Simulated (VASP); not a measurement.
# AlN: single point with PBE

The system is AlN.

```
Al N
1.0
     0.00000    2.13349    2.13349
     2.13349    0.00000    2.13349
     2.13349    2.13349    0.00000
Al N
1 1
Direct
  0.00000 0.00000 0.00000
  0.75000 0.75000 0.75000
```

This cell differs from its parent crystal: volume scaled by 0.91.

```
Program             : VASP 6.6.1
Task                : single point
Functional          : PBE
Potentials or basis : VASP PAW PBE potentials, release 64 (Al, N)
Cutoff              : 600 eV
k mesh              : 10 × 10 × 10
Occupations         : gaussian, width 0.02 eV
Spin                : no spin polarisation
```

```
Pressure               : 21.5 GPa
Band gap on the k mesh : 3.35 eV, indirect (least direct gap 4.83 eV)
```

Levels at points of the mesh, in eV from the valence-band top:
```
           k point  band 1  band 2  band 3  band 4  band 5  band 6  band 7  band 8  band 9
(0.00, 0.00, 0.00)  -15.40    0.00    0.00    0.00    4.83   13.27   13.27   13.27   18.26
(0.50, 0.00, 0.00)  -13.14   -6.16   -0.49   -0.49    8.03   10.35   11.59   11.59   18.95
(0.50, 0.50, 0.00)  -12.43   -5.12   -1.85   -1.85    3.35    9.04   14.95   16.62   16.62
```

It took 4.4 s on 1 thread of Intel(R) Xeon(R) 6975P-C (Granite Rapids) (shared host), peak memory 0.13 GiB.

 A k mesh can miss the band edges.
